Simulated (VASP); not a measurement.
# GaP: single point with PBEsol

**What was measured.**

From “Stacking defects in GaP nanowires: Electronic structure and optical properties”, 2018, arxiv:1810.01194, for a bulk crystal of GaP at 10 K: band gap 2.34 eV (indirect).

Crystal: GaP.

```
Ga P
1.0
     0.00000    2.73430    2.73430
     2.73430    0.00000    2.73430
     2.73430    2.73430    0.00000
Ga P
1 1
Direct
  0.00000 0.00000 0.00000
  0.25000 0.25000 0.25000
```

```json
{
  "Program": "VASP 6.6.1",
  "Task": "single point",
  "Functional": "PBEsol",
  "Potentials or basis": "VASP PAW PBE potentials, release 64 (Ga_d, P)",
  "Cutoff": "520 eV",
  "k mesh": "6 × 6 × 6",
  "Occupations": "gaussian, width 0.01 eV",
  "Spin": "no spin polarisation",
  "Dipole correction": "no",
  "Further INCAR settings": "ALGO = Normal; EDIFF = 1e-07; NBANDS = 16"
}
```

```
Pressure               : -1.4 GPa
Band gap on the k mesh : 1.53 eV, indirect (least direct gap 1.67 eV)
```

Levels at points of the mesh, in eV from the valence-band top:
```
           k point  band 6  band 7  band 8  band 9  band 10  band 11  band 12  band 13
(0.00, 0.00, 0.00)  -12.45    0.00    0.00    0.00     1.67     3.82     3.82     3.82
(0.50, 0.00, 0.00)  -10.39   -6.64   -1.12   -1.12     1.55     4.65     4.65     8.07
(0.50, 0.50, 0.00)   -9.49   -6.77   -2.68   -2.68     1.53     1.72    10.47    10.47
```

Run time: 17 s on 1 thread of Intel(R) Xeon(R) Platinum 8259CL CPU @ 2.50GHz (Skylake/Cascade Lake), with other jobs on the host, peak memory 0.16 GiB.

A measured gap of GaP is 2.34 eV (indirect; 10 K; quoted in “Stacking defects in GaP nanowires: Electronic structure and optical properties”, 2018, arxiv:1810.01194); the calculated 1.53 eV misses it by -0.81 eV. Spin-orbit coupling on Ga is left out. The value is that of PBEsol on a finite k mesh, which can miss the band edges, without temperature or zero-point motion. Semilocal functionals fall short of measured gaps as a rule.

Caveat: the PAW data sets were made with another functional, which shifts forces and pressure a little.
